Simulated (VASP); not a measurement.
# SnO (Pmmn) in VASP: notebook, part 2 of 2

VASP 6.6.1. The steps go on from the part before.

## Step 3: Single point, PBEsol (strain +0.0937 x Voigt [1, -1, 0, 0, 0, 0])

File INCAR:

```
PREC = Accurate ; ENCUT = 520
EDIFF = 1E-6 ; ISMEAR = 0
SIGMA = 0.15 ; LREAL = F
LASPH = T ; NELM = 100
ALGO = Fast ; ISIF = 2
LWAVE = F ; LCHARG = F
GGA = PS ; NBANDS = 28
```

File KPOINTS:

```
regular mesh
0
Gamma
  12 12 10
```

File POSCAR:

```
SnO
1.0
    4.1582474000      0.0000000000      0.0000000000
    0.0000000000      3.4457526000      0.0000000000
    0.0000000000      0.0000000000      4.8360000000
Sn O
2 2
Direct
    0.0000000000      0.5000000000      0.2385000000
    0.5000000000      0.0000000000      0.7615000000
    0.0000000000      0.0000000000      0.0000000000
    0.5000000000      0.5000000000      0.0000000000
```

Potentials or basis: VASP PAW PBE potentials, release 64 (Sn_d, O).

Command:

```
$ cat potpaw_PBE.64/Sn_d/POTCAR potpaw_PBE.64/O/POTCAR > POTCAR
$ mpirun -np 1 vasp_std > vasp.out
```

OUTCAR:

```text
PREC = Accurate
   ENCUT = 520
   EDIFF = 1E-6
   ISMEAR = 0
   LREAL = F
   LASPH = T
   NELM = 100
   ISIF = 2
   GGA = PS

 ion  position               nearest neighbor table
   1  0.000  0.500  0.239-   3 2.07   3 2.07   4 2.38   4 2.38   2 3.55   2 3.55   2 3.55   2 3.55
                             2 3.70   2 3.70   2 3.70   2 3.70
   2  0.500  0.000  0.761-   4 2.07   4 2.07   3 2.38   3 2.38   1 3.55   1 3.55   1 3.55   1 3.55
                             1 3.70   1 3.70   1 3.70   1 3.70
   3  0.000  0.000  0.000-   1 2.07   1 2.07   2 2.38   2 2.38
   4  0.500  0.500  0.000-   2 2.07   2 2.07   1 2.38   1 2.38

  LATTYP: Found a simple orthorhombic cell.
 ALAT       =     3.4457526000
 B/A-ratio  =     1.2067747986
 C/A-ratio  =     1.4034669813

  Lattice vectors:

 A1 = (   0.0000000000,  -3.4457526000,   0.0000000000)
 A2 = (   4.1582474000,   0.0000000000,   0.0000000000)
 A3 = (   0.0000000000,   0.0000000000,   4.8360000000)

Analysis of symmetry for initial positions (statically):
=====================================================================
 Subroutine PRICEL returns:
 Original cell was already a primitive cell.

[... 178 lines left out ...]

 val. band max:        7.2961229850   @ k =   0.0000   0.1667   0.0000
 cond. band min:       7.3452862229   @ k =   0.5000   0.5000   0.1000
 fundamental gap:      0.0491632380
 Fermi energy:         7.3006120179

 k-point     1 :       0.0000    0.0000    0.0000
  band No.  band energies     occupation
      1     -14.9408      2.00000
      2     -14.6051      2.00000
      3     -14.3711      2.00000
      4     -14.3587      2.00000
      5     -14.3053      2.00000
      6     -14.2979      2.00000
[... 733 lines left out ...]
     27      14.4919      0.00000
     28      15.7853      0.00000

 [... further k-points ...]

------------------------ aborting loop because EDIFF is reached ----------------------------------------

  FORCE on cell =-STRESS in cart. coord.  units (eV):
  Direction    XX          YY          ZZ          XY          YZ          ZX
  --------------------------------------------------------------------------------------
  -------------------------------------------------------------------------------------
  Total       -1.3254286      5.1900137      1.7560562      0.0000000      0.0000000      0.0000000
  in kB      -30.6468751    120.0047331     40.6039511      0.0000000      0.0000000      0.0000000
  external PRESSURE =      43.3206030 kB  Pullay stress =       0.0000000 kB

 VOLUME and BASIS-vectors are now :
 -----------------------------------------------------------------------------
  energy-cutoff  :      520.00
  volume of cell :       69.29
      direct lattice vectors                 reciprocal lattice vectors
     4.158247400  0.000000000  0.000000000     0.240485932  0.000000000  0.000000000
     0.000000000  3.445752600  0.000000000     0.000000000  0.290212362  0.000000000
     0.000000000  0.000000000  4.836000000     0.000000000  0.000000000  0.206782465

 POSITION                                       TOTAL-FORCE (eV/Angst)
 -----------------------------------------------------------------------------------
      0.00000      1.72288      1.15339         0.000000      0.000000      0.956588
      2.07912      0.00000      3.68261         0.000000      0.000000     -0.956588
      0.00000      0.00000      0.00000         0.000000      0.000000     -1.422005
      2.07912      1.72288      0.00000         0.000000      0.000000      1.422005
 -----------------------------------------------------------------------------------
    total drift:                                0.000000     -0.000000      0.000000

  FREE ENERGIE OF THE ION-ELECTRON SYSTEM (eV)
  ---------------------------------------------------
  free  energy   TOTEN  =       -23.9149283371 eV

  energy  without entropy=      -23.9137405411  energy(sigma->0) =      -23.91433444
```

OSZICAR:

```text
N       E                     dE             d eps       ncg     rms          rms(c)
DAV:   1     0.417392923116E+03    0.41739E+03   -0.19899E+04 17052   0.219E+03
DAV:   2     0.356680377207E+02   -0.38172E+03   -0.36639E+03 17128   0.544E+02
DAV:   3    -0.242996401237E+02   -0.59968E+02   -0.58813E+02 18648   0.181E+02
DAV:   4    -0.271456962090E+02   -0.28461E+01   -0.28321E+01 19324   0.420E+01
DAV:   5    -0.272116135624E+02   -0.65917E-01   -0.65909E-01 18076   0.690E+00    0.111E+01
RMM:   6    -0.240597636552E+02    0.31518E+01   -0.88959E+00 20963   0.154E+01    0.427E+00
RMM:   7    -0.239466442475E+02    0.11312E+00   -0.64513E-01 22103   0.626E+00    0.244E+00
RMM:   8    -0.239287808954E+02    0.17863E-01   -0.22308E-01 22006   0.320E+00    0.855E-01
RMM:   9    -0.239139550451E+02    0.14826E-01   -0.37676E-02 22696   0.125E+00    0.232E-01
RMM:  10    -0.239148901294E+02   -0.93508E-03   -0.10525E-02 23230   0.660E-01    0.141E-01
RMM:  11    -0.239148582288E+02    0.31901E-04   -0.18902E-03 22964   0.348E-01    0.236E-02
RMM:  12    -0.239149163076E+02   -0.58079E-04   -0.77906E-04 24215   0.184E-01    0.221E-02
RMM:  13    -0.239149270767E+02   -0.10769E-04   -0.11900E-04 24611   0.729E-02    0.195E-02
RMM:  14    -0.239149293067E+02   -0.22300E-05   -0.25313E-05 21947   0.339E-02    0.137E-02
RMM:  15    -0.239149283371E+02    0.96961E-06   -0.41451E-06 17204   0.142E-02
   1 F= -.23914928E+02 E0= -.23914334E+02  d E =-.118780E-02
```

stdout:

```text
POSCAR found type information on POSCAR SnO
 POSCAR found :  2 types and       4 ions
 scaLAPACK will be used
 -----------------------------------------------------------------------------
|                                                                             |
|                                                                             |
|     You enforced a specific xc type in the INCAR file but a different       |
|     I HOPE YOU KNOW WHAT YOU ARE DOING!                                     |
|                                                                             |
 -----------------------------------------------------------------------------

 LDA part: xc-table for (Slater+PW92), standard interpolation
 POSCAR, INCAR and KPOINTS ok, starting setup
 FFT: planning ... GRIDC
 FFT: planning ... GRID_SOFT
 FFT: planning ... GRID
 WAVECAR not read
 entering main loop
WARNING in EDDRMM: call to ZHEGV failed, returncode =   8  4     28
WARNING in EDDRMM: call to ZHEGV failed, returncode =   8  4     24
WARNING in EDDRMM: call to ZHEGV failed, returncode =   8  4     21
WARNING in EDDRMM: call to ZHEGV failed, returncode =   8  4     22
WARNING in EDDRMM: call to ZHEGV failed, returncode =   8  4     26
WARNING in EDDRMM: call to ZHEGV failed, returncode =   8  4     27
WARNING in EDDRMM: call to ZHEGV failed, returncode =   6  3     24
WARNING in EDDRMM: call to ZHEGV failed, returncode =   6  3     27
WARNING in EDDRMM: call to ZHEGV failed, returncode =   6  3     25
WARNING in EDDRMM: call to ZHEGV failed, returncode =   6  3     23
```

It took 12 min on 1 thread of Oxide Virtual Turin-like, shared host; peak memory 0.5 GiB.

What came out:

| Property | Result |
| --- | --- |
| Free energy | -23.9149 eV |
| Pressure | 4.3 GPa |
| Largest force | 1.422 eV/Å |
| Band gap on the k mesh | zero (bands 20 and 21 overlap by 0.10 eV) |

Forces in eV/Å, atoms in the order of the input:
```
Sn   0.000  0.000  0.957
Sn   0.000  0.000 -0.957
O    0.000  0.000 -1.422
O    0.000  0.000  1.422
```

Caveat: the cell differs from its parent crystal (strain +0.0937 x Voigt [1, -1, 0, 0, 0, 0]); the stress differs along the axes, from -3 to 12 GPa; semilocal functionals underestimate gaps, and a narrow one can read as zero; the PAW data sets were made with another functional, which shifts forces and pressure a little; spin-orbit coupling is left out, which moves the levels of the heavy elements.

## Step 4: Single point, PBEsol (strain -0.0750 x Voigt [1, -1, 0, 0, 0, 0])

File INCAR:

```
SYSTEM = SnO
ALGO     = Fast           ! electronic algorithm
EDIFF    = 1E-6           ! SCF threshold, eV
ENCUT    = 520            ! plane-wave cutoff, eV
GGA      = PS             ! functional
ISIF     = 2              ! what is computed and relaxed
ISMEAR   = 0              ! smearing method
LASPH    = .TRUE.         ! aspherical terms in the spheres
LCHARG   = .FALSE.        ! write CHGCAR
LREAL    = .FALSE.        ! projectors in reciprocal space
LWAVE    = .FALSE.        ! write WAVECAR
NBANDS   = 28             ! bands
NELM     = 80             ! most SCF steps
PREC     = Accurate       ! precision mode
SIGMA    = 0.15           ! smearing width, eV
```

File KPOINTS:

```
k-points
0
G
  12 12 10
  0 0 0
```

Edit POSCAR of step 3 so:

```diff
@@ -2,4 +2,4 @@
 1.0
-    4.1582474000      0.0000000000      0.0000000000
-    0.0000000000      3.4457526000      0.0000000000
+    3.5168500000      0.0000000000      0.0000000000
+    0.0000000000      4.0871500000      0.0000000000
     0.0000000000      0.0000000000      4.8360000000
```

Command:

```
$ cat potpaw_PBE.64/Sn_d/POTCAR potpaw_PBE.64/O/POTCAR > POTCAR
$ mpirun -np 1 vasp_std > vasp.out
```

Wall time 10 min (1 thread of Oxide Virtual Turin-like, shared host); peak memory 0.49 GiB.

Results (log left out):

* Free energy: -24.0282 eV
* Pressure: 2.8 GPa
* Largest force: 1.096 eV/Å
* Band gap on the k mesh: zero (bands 20 and 21 overlap by 0.09 eV)

Forces on the atoms (eV/Å):
```
Sn   0.000  0.000  0.661
Sn   0.000  0.000 -0.661
O    0.000  0.000  1.096
O    0.000  0.000 -1.096
```

Stress tensor (GPa, compression positive):
```
 8.67  0.00  0.00
 0.00 -2.82  0.00
 0.00  0.00  2.54
```

Levels at points of the mesh, in eV from the Fermi level:
| k point | band 16 | band 17 | band 18 | band 19 | band 20 | band 21 | band 22 | band 23 | band 24 | band 25 |
| --- | --- | --- | --- | --- | --- | --- | --- | --- | --- | --- |
| (0.00, 0.00, 0.00) | -6.14 | -3.79 | -3.76 | -2.97 | -0.15 | 2.06 | 3.40 | 4.14 | 4.29 | 5.91 |
| (0.50, 0.00, 0.00) | -5.32 | -5.06 | -5.06 | -2.70 | -2.70 | 3.08 | 3.08 | 4.87 | 4.87 | 6.47 |
| (0.00, 0.50, 0.00) | -5.32 | -5.06 | -5.06 | -3.02 | -3.02 | 2.89 | 2.89 | 5.40 | 5.40 | 6.92 |
| (0.50, 0.50, 0.00) | -5.44 | -2.88 | -2.88 | -1.95 | -1.95 | -0.11 | -0.11 | 4.32 | 4.32 | 6.85 |
| (0.00, 0.00, 0.50) | -4.27 | -3.81 | -2.98 | -2.85 | -2.43 | 1.43 | 1.72 | 3.39 | 4.35 | 7.10 |
| (0.50, 0.00, 0.50) | -5.85 | -5.02 | -5.02 | -1.96 | -1.96 | 2.75 | 2.75 | 4.40 | 4.40 | 6.91 |
| (0.00, 0.50, 0.50) | -5.57 | -5.02 | -5.02 | -1.88 | -1.88 | 2.07 | 2.07 | 6.02 | 6.02 | 6.43 |
| (0.50, 0.50, 0.50) | -5.89 | -2.95 | -2.95 | -2.68 | -2.68 | 2.15 | 2.15 | 3.74 | 3.74 | 5.60 |

Caveat: the cell differs from its parent crystal (strain -0.0750 x Voigt [1, -1, 0, 0, 0, 0]); the stress differs along the axes, from -3 to 9 GPa; semilocal functionals underestimate gaps, and a narrow one can read as zero; the PAW data sets were made with another functional, which shifts forces and pressure a little; spin-orbit coupling is left out, which moves the levels of the heavy elements.

## Step 5: Summary

| cell | gap on the mesh (eV) | pressure (GPa) | largest force (eV/Å) |
| --- | --- | --- | --- |
| a = 4.230, b = 3.374, c = 4.836 Å, 4 atoms | none | 6.2 | 1.79 |
| a = 4.158, b = 3.446, c = 4.836 Å, 4 atoms | none | 4.3 | 1.42 |
| a = 3.517, b = 4.087, c = 4.836 Å, 4 atoms | none | 2.8 | 1.10 |

Alike in all rows: task single point; level PBEsol; potentials or basis VASP PAW PBE potentials, release 64 (Sn_d, O); no spin polarisation; k mesh 12 × 12 × 10; cutoff (eV) 520; smearing gaussian 0.15 eV.

Caveats: semilocal functionals underestimate gaps, and a narrow one can read as zero; the PAW data sets were made with another functional, which shifts forces and pressure a little; spin-orbit coupling is left out, which moves the levels of the heavy elements; the stress differs along the axes, from -3 to 16 GPa (at least some runs); the stress differs along the axes, from -3 to 12 GPa (at least some runs); the stress differs along the axes, from -3 to 9 GPa (at least some runs).

Absolute energies hang on the potentials; compare differences alone.

The gap in the log of VASP goes by the Fermi energy; the results here count the filled bands.